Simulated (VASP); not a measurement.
Crystal: Tc.

```
Tc
1.0
     2.74000    0.00000    0.00000
    -1.37000    2.37291    0.00000
     0.00000    0.00000    4.39800
Tc
2
Direct
  0.33333 0.66667 0.25000
  0.66667 0.33333 0.75000
```

Base run:

* Program: VASP 6.6.1
* Functional: PBEsol
* Potentials or basis: VASP PAW PBE potentials, release 64 (Tc_pv)
* Cutoff: 520 eV
* k mesh: 17 × 17 × 9
* Occupations: fermi-dirac, width 0.08 eV
* Spin: no spin polarisation

Its results: band gap on the k mesh zero (bands 13 and 14 overlap by 3.05 eV); pressure -7.0 GPa.

The run is repeated on the same cell with these changes: functional from PBEsol to PBE; further incar settings from ALGO = Normal; EDIFF = 1e-06; NBANDS = 20 to ALGO = Normal; EDIFF = 1e-07; NBANDS = 20. What comes out?

Band gap on the k mesh zero (bands 13 and 14 overlap by 3.04 eV); pressure 2.5 GPa.

Caveats: the cell stands under tension (at least some runs); the PAW data sets were made with another functional, which shifts forces and pressure a little (at least some runs).
